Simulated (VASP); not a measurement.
# Se (P1) in VASP: notebook

Runs on Se. Level: PBEsol. Tasks: electric field gradients.

Program: VASP 6.6.1. These are calculated values, not measurements. Logs are shortened: lines on timing, memory, paths and dates and some standing lists are left out, and cuts for length are marked.

### 1 The cell of the first run

The typed cell holds 3 atoms: a = 4.367 Å, b = 4.404 Å, c = 4.954 Å, α = 90.41°, β = 91.14°, γ = 120.85°.

### 2 Electric field gradients, PBEsol (equal xy, yz and zx shear strains of -2 %)

INCAR reads:

```
PREC = Accurate
ENCUT = 520
EDIFF = 1E-8
ISMEAR = -1
SIGMA = 0.03
LREAL = False
LASPH = True
NELM = 80
ALGO = Normal
ISIF = 2
LWAVE = False
LCHARG = False
GGA = PS
LEFG = True
NBANDS = 16
```

KPOINTS reads:

```
Automatic mesh
0
Gamma
  6 6 5
```

POSCAR reads:

```
Se
1.0
    4.3661999489     -0.0436619995     -0.0436619995
   -2.2209123752      3.8030710735     -0.0159814010
   -0.0495360000     -0.0495360000      4.9536000000
Se
3
Direct
    0.2254000000      0.0000000000      0.3333333333
    0.0000000000      0.2254000000      0.6666666667
    0.7746000000      0.7746000000      0.0000000000
```

Potentials or basis: VASP PAW PBE potentials, release 64 (Se).

Run with:

```console
cat potpaw_PBE.64/Se/POTCAR > POTCAR
mpirun -np 1 vasp_std > vasp.out
```

OUTCAR:

```text
PREC = Accurate
   ENCUT = 520
   EDIFF = 1E-8
   ISMEAR = -1
   LREAL = False
   LASPH = True
   NELM = 80
   ISIF = 2
   GGA = PS

 ion  position               nearest neighbor table
   1  0.225  0.000  0.333-   3 2.33   2 2.39
   2  0.000  0.225  0.667-   1 2.39   3 2.40
   3  0.775  0.775  0.000-   1 2.33   2 2.40

  LATTYP: Found a triclinic cell.
 ALAT       =     4.3288535081
 B/A-ratio  =     1.7320508076
 C/A-ratio  =     2.3417134967
 COS(alpha) =     0.0047532071
 COS(beta)  =     0.4479233061
 COS(gamma) =     0.8609641916

  Lattice vectors:

 A1 = (   2.1452875737,   3.7594090740,  -0.0596434005)
 A2 = (   6.5114875226,   3.7157470745,  -0.1033054000)
 A3 = (  -4.3922887504,   7.6556781470,  -4.9855628020)

Analysis of symmetry for initial positions (statically):
=====================================================================
 Subroutine PRICEL returns:
 Original cell was already a primitive cell.

 Routine SETGRP: Setting up the symmetry group for a
 triclinic supercell.

 Subroutine GETGRP returns: Found  1 space group operations
 (whereof  1 operations were pure point group operations)
 out of a pool of  2 trial point group operations.

The static configuration has the point symmetry C_1 .

Analysis of symmetry for dynamics (positions and initial velocities):
=====================================================================
 Subroutine PRICEL returns:
 Original cell was already a primitive cell.

 Routine SETGRP: Setting up the symmetry group for a
 triclinic supercell.

 Subroutine GETGRP returns: Found  1 space group operations
 (whereof  1 operations were pure point group operations)
 out of a pool of  2 trial point group operations.

The dynamic configuration has the point symmetry C_1 .

 Subroutine INISYM returns: Found  1 space group operations
 (whereof  1 operations are pure point group operations),
 and found     1 'primitive' translations

----------------------------------------------------------------------------------------

                                     Primitive cell

  volume of cell :      81.7575

  direct lattice vectors                    reciprocal lattice vectors
     4.366199949 -0.043661999 -0.043661999     0.230414336  0.134572394  0.003649867
    -2.220912375  3.803071073 -0.015981401     0.002671888  0.264516942  0.002671888
[... 131 lines left out ...]

  energy without entropy =      -11.46917269  energy(sigma->0) =      -11.46917269

 E-fermi :   3.0835     XC(G=0):  -9.0367

 val. band max:        2.5249333360   @ k =   0.5000   0.1667   0.4000
 cond. band min:       3.6278439227   @ k =  -0.0000  -0.0000   0.4000
 fundamental gap:      1.1029105867
 Fermi energy:         3.0835072367

 k-point     1 :       0.0000    0.0000    0.0000
  band No.  band energies     occupation
      1     -13.3122      2.00000
      2      -9.2555      2.00000
      3      -9.0769      2.00000
      4      -1.3227      2.00000
      5      -1.2699      2.00000
      6      -1.1838      2.00000
[... 433 lines left out ...]
      3      -8.5838      2.00000
      4      -2.7016      2.00000
      5      -2.4997      2.00000
      6      -1.1048      2.00000
[... 8 lines left out ...]
     15      11.9037      0.00000
     16      12.1239      0.00000

 [... further k-points ...]

------------------------ aborting loop because EDIFF is reached ----------------------------------------

  FORCE on cell =-STRESS in cart. coord.  units (eV):
  Direction    XX          YY          ZZ          XY          YZ          ZX
  --------------------------------------------------------------------------------------
  -------------------------------------------------------------------------------------
  Total        0.2115745     -0.2547330      0.7986617      0.3861700      0.5252222      0.7766578
  in kB        4.1461626     -4.9919269     15.6511334      7.5676570     10.2926220     15.2199294
  external PRESSURE =       4.9351230 kB  Pullay stress =       0.0000000 kB

 VOLUME and BASIS-vectors are now :
 -----------------------------------------------------------------------------
  energy-cutoff  :      520.00
  volume of cell :       81.76
      direct lattice vectors                 reciprocal lattice vectors
     4.366199949 -0.043661999 -0.043661999     0.230414336  0.134572394  0.003649867
    -2.220912375  3.803071073 -0.015981401     0.002671888  0.264516942  0.002671888
    -0.049536000 -0.049536000  4.953600000     0.002039537  0.002039537  0.201914176

 POSITION                                       TOTAL-FORCE (eV/Angst)
 -----------------------------------------------------------------------------------
      0.96763     -0.02635      1.64136         0.445671      0.173840      0.354249
     -0.53362      0.82419      3.29880        -0.073028      0.129288      0.036492
      1.66174      2.91204     -0.04620        -0.372643     -0.303128     -0.390741
 -----------------------------------------------------------------------------------
    total drift:                               -0.000033      0.000022     -0.000007

  FREE ENERGIE OF THE ION-ELECTRON SYSTEM (eV)
  ---------------------------------------------------
  free  energy   TOTEN  =       -11.4691726855 eV

  energy  without entropy=      -11.4691726851  energy(sigma->0) =      -11.46917269

 Electric field gradients (V/A^2)
---------------------------------------------------------------------
 ion       V_xx      V_yy      V_zz      V_xy      V_xz      V_yz
---------------------------------------------------------------------
   1     156.499  -329.772   173.273   -14.869   -10.856   310.830
   2    -201.948    39.800   162.148  -221.917  -290.466  -170.198
   3    -212.629    45.011   167.618   205.675   269.823  -170.313
---------------------------------------------------------------------

 Electric field gradients after diagonalization (V/A^2)
 (convention: |V_zz| > |V_xx| > |V_yy|)
----------------------------------------------------------------------
 ion       V_xx      V_yy      V_zz     asymmetry (V_yy - V_xx)/ V_zz
----------------------------------------------------------------------
   1     323.174   155.044  -478.218       0.352
   2     332.320   171.607  -503.927       0.319
   3     325.315   157.353  -482.668       0.348
----------------------------------------------------------------------

           NMR quadrupolar parameters

 Cq : quadrupolar parameter    Cq=e*Q*V_zz/h
 eta: asymmetry parameters     (V_yy - V_xx)/ V_zz
 Q  : nuclear electric quadrupole moment in mb (millibarn)
----------------------------------------------------------------------
 ion       Cq(MHz)       eta       Q (mb)
----------------------------------------------------------------------
   1      -1.156       0.352       1.000
   2      -1.218       0.319       1.000
   3      -1.167       0.348       1.000
----------------------------------------------------------------------
```

stdout:

```text
POSCAR found type information on POSCAR Se
 POSCAR found :  1 types and       3 ions
 scaLAPACK will be used
 -----------------------------------------------------------------------------
|                                                                             |
|                                                                             |
|     You enforced a specific xc type in the INCAR file but a different       |
|     I HOPE YOU KNOW WHAT YOU ARE DOING!                                     |
|                                                                             |
 -----------------------------------------------------------------------------

 LDA part: xc-table for (Slater+PW92), standard interpolation
 POSCAR, INCAR and KPOINTS ok, starting setup
 FFT: planning ... GRIDC
 FFT: planning ... GRID_SOFT
 FFT: planning ... GRID
 WAVECAR not read
 entering main loop
ion   1
     0.0000499     0.3481641    -5.6826288    -2.6895017     0.3291150    -4.5904541
     0.0000687     0.3481641    -5.6826287    -2.6895017     0.3291150    -4.5904541
     0.0000946     0.3481641    -5.6826287    -2.6895017     0.3291150    -4.5904540
     0.0001302     0.3481641    -5.6826285    -2.6895016     0.3291150    -4.5904539
[... 23 lines left out ...]
     0.0000499  -188.2062556   156.0261282  -132.7162847  -246.6571157   118.0507422
     0.0000687  -188.2016614   156.0223384  -132.7130439  -246.6510785   118.0478752
     0.0000946  -188.1942130   156.0161949  -132.7077903  -246.6412910   118.0432275
     0.0001302  -188.1821974   156.0062856  -132.6993163  -246.6255028   118.0357304
```

It took 58 s on 1 thread of Intel Xeon Platinum 8488C (Sapphire Rapids), shared host; peak memory 0.25 GiB.

Results:

| Item | Value |
| --- | --- |
| Free energy | -11.4692 eV |
| Pressure | 0.5 GPa |
| Largest force | 0.619 eV/Å |
| Band gap on the k mesh | 1.10 eV (least direct gap 1.42 eV) |
| Largest electric field gradient by atom | Se -478.2, -503.9, -482.7 V/Å² |

Forces in eV/Å, atoms in the order of the input:
```
Se   0.446  0.174  0.354
Se  -0.073  0.129  0.036
Se  -0.373 -0.303 -0.391
```

Stress tensor (GPa, compression positive):
```
 0.41  0.76  1.52
 0.76 -0.50  1.03
 1.52  1.03  1.57
```

Electric field gradients, principal values (V/Å²):
| atom | least | middle | greatest (by size) |
| --- | --- | --- | --- |
| 1 Se | 155.044 | 323.174 | -478.218 |
| 2 Se | 171.607 | 332.320 | -503.927 |
| 3 Se | 157.353 | 325.315 | -482.668 |

Caveat: the cell differs from its parent crystal (equal xy, yz and zx shear strains of -2 %); without QUAD_EFG the Cq values of the log hold for a quadrupole moment of 1 mb, not for the nuclei; the PAW data sets were made with another functional, which shifts forces and pressure a little; an odd mesh through Γ misses points on the zone boundary, where band edges can lie.

### 3 Electric field gradients, PBEsol (equal xy, yz and zx shear strains of -2 %)

INCAR reads:

```
SYSTEM = Se
ALGO     = Normal         ! electronic algorithm
EDIFF    = 1E-8           ! SCF threshold, eV
ENCUT    = 520            ! plane-wave cutoff, eV
GGA      = PS             ! functional
ISIF     = 2              ! what is computed and relaxed
ISMEAR   = -1             ! smearing method
LASPH    = .TRUE.         ! aspherical terms in the spheres
LCHARG   = .FALSE.        ! write CHGCAR
LEFG     = .TRUE.       
LREAL    = .FALSE.        ! projectors in reciprocal space
LWAVE    = .FALSE.        ! write WAVECAR
NBANDS   = 16             ! bands
NELM     = 60             ! most SCF steps
PREC     = Accurate       ! precision mode
SIGMA    = 0.03           ! smearing width, eV
```

KPOINTS reads:

```
k-points
0
G
  6 6 5
  0 0 0
```

POSCAR is that of step 2.

Potentials or basis: VASP PAW PBE potentials, release 64 (Se).

Run with:

```console
cat potpaw_PBE.64/Se/POTCAR > POTCAR
mpirun -np 1 vasp_std > vasp.out
```

OUTCAR:

```text
SYSTEM = Se
   EDIFF = 1E-8
   ENCUT = 520
   GGA = PS
   ISIF = 2
   ISMEAR = -1
   LASPH = .TRUE.
   LREAL = .FALSE.
   NELM = 60
   PREC = Accurate

 ion  position               nearest neighbor table
   1  0.225  0.000  0.333-   3 2.33   2 2.39
   2  0.000  0.225  0.667-   1 2.39   3 2.40
   3  0.775  0.775  0.000-   1 2.33   2 2.40

  LATTYP: Found a triclinic cell.
 ALAT       =     4.3288535081
 B/A-ratio  =     1.7320508076
 C/A-ratio  =     2.3417134967
 COS(alpha) =     0.0047532071
 COS(beta)  =     0.4479233061
 COS(gamma) =     0.8609641916

  Lattice vectors:

 A1 = (   2.1452875737,   3.7594090740,  -0.0596434005)
 A2 = (   6.5114875226,   3.7157470745,  -0.1033054000)
 A3 = (  -4.3922887504,   7.6556781470,  -4.9855628020)

[... 653 lines left out ...]
  volume of cell :       81.76
      direct lattice vectors                 reciprocal lattice vectors
     4.366199949 -0.043661999 -0.043661999     0.230414336  0.134572394  0.003649867
    -2.220912375  3.803071073 -0.015981401     0.002671888  0.264516942  0.002671888
    -0.049536000 -0.049536000  4.953600000     0.002039537  0.002039537  0.201914176

 POSITION                                       TOTAL-FORCE (eV/Angst)
 -----------------------------------------------------------------------------------
      0.96763     -0.02635      1.64136         0.445671      0.173840      0.354249
     -0.53362      0.82419      3.29880        -0.073028      0.129288      0.036492
      1.66174      2.91204     -0.04620        -0.372643     -0.303128     -0.390741
 -----------------------------------------------------------------------------------
    total drift:                               -0.000033      0.000022     -0.000007

  FREE ENERGIE OF THE ION-ELECTRON SYSTEM (eV)
  ---------------------------------------------------
  free  energy   TOTEN  =       -11.4691726855 eV

  energy  without entropy=      -11.4691726851  energy(sigma->0) =      -11.46917269

 Electric field gradients (V/A^2)
---------------------------------------------------------------------
 ion       V_xx      V_yy      V_zz      V_xy      V_xz      V_yz
---------------------------------------------------------------------
   1     156.499  -329.772   173.273   -14.869   -10.856   310.830
   2    -201.948    39.800   162.148  -221.917  -290.466  -170.198
   3    -212.629    45.011   167.618   205.675   269.823  -170.313
---------------------------------------------------------------------

 Electric field gradients after diagonalization (V/A^2)
 (convention: |V_zz| > |V_xx| > |V_yy|)
----------------------------------------------------------------------
 ion       V_xx      V_yy      V_zz     asymmetry (V_yy - V_xx)/ V_zz
----------------------------------------------------------------------
   1     323.174   155.044  -478.218       0.352
   2     332.320   171.607  -503.927       0.319
   3     325.315   157.353  -482.668       0.348
----------------------------------------------------------------------

           NMR quadrupolar parameters

 Cq : quadrupolar parameter    Cq=e*Q*V_zz/h
 eta: asymmetry parameters     (V_yy - V_xx)/ V_zz
 Q  : nuclear electric quadrupole moment in mb (millibarn)
----------------------------------------------------------------------
 ion       Cq(MHz)       eta       Q (mb)
----------------------------------------------------------------------
   1      -1.156       0.352       1.000
   2      -1.218       0.319       1.000
   3      -1.167       0.348       1.000
----------------------------------------------------------------------
```

stdout:

```text
POSCAR found type information on POSCAR Se
 POSCAR found :  1 types and       3 ions
 scaLAPACK will be used
 -----------------------------------------------------------------------------
|                                                                             |
|                                                                             |
|     You enforced a specific xc type in the INCAR file but a different       |
|     I HOPE YOU KNOW WHAT YOU ARE DOING!                                     |
|                                                                             |
 -----------------------------------------------------------------------------

 LDA part: xc-table for (Slater+PW92), standard interpolation
 POSCAR, INCAR and KPOINTS ok, starting setup
 FFT: planning ... GRIDC
 FFT: planning ... GRID_SOFT
 FFT: planning ... GRID
 WAVECAR not read
 entering main loop
ion   1
     0.0000499     0.3481641    -5.6826288    -2.6895017     0.3291150    -4.5904541
     0.0000687     0.3481641    -5.6826287    -2.6895017     0.3291150    -4.5904541
     0.0000946     0.3481641    -5.6826287    -2.6895017     0.3291150    -4.5904540
     0.0001302     0.3481641    -5.6826285    -2.6895016     0.3291150    -4.5904539
[... 23 lines left out ...]
     0.0000499  -188.2062556   156.0261282  -132.7162847  -246.6571157   118.0507422
     0.0000687  -188.2016614   156.0223384  -132.7130439  -246.6510785   118.0478752
     0.0000946  -188.1942130   156.0161949  -132.7077903  -246.6412910   118.0432275
     0.0001302  -188.1821974   156.0062856  -132.6993163  -246.6255028   118.0357304
```

Wall time 58 s (1 thread of Intel Xeon Platinum 8488C (Sapphire Rapids), shared host); peak memory 0.25 GiB.

Results:

```yaml
Free_energy: -11.4692 eV
Pressure: 0.5 GPa
Largest_force: 0.619 eV/Å
Band_gap_on_the_k_mesh: 1.10 eV (least direct gap 1.42 eV)
Largest_electric_field_gradient_by_atom: Se -478.2, -503.9, -482.7 V/Å²
```

Forces in eV/Å, atoms in the order of the input:
```
Se   0.446  0.174  0.354
Se  -0.073  0.129  0.036
Se  -0.373 -0.303 -0.391
```

Stress tensor (GPa, compression positive):
```
 0.41  0.76  1.52
 0.76 -0.50  1.03
 1.52  1.03  1.57
```

Electric field gradients, principal values (V/Å²):
```tsv
atom	least	middle	greatest (by size)
1 Se	155.044	323.174	-478.218
2 Se	171.607	332.320	-503.927
3 Se	157.353	325.315	-482.668
```

Caveat: the cell differs from its parent crystal (equal xy, yz and zx shear strains of -2 %); without QUAD_EFG the Cq values of the log hold for a quadrupole moment of 1 mb, not for the nuclei; the PAW data sets were made with another functional, which shifts forces and pressure a little; an odd mesh through Γ misses points on the zone boundary, where band edges can lie.
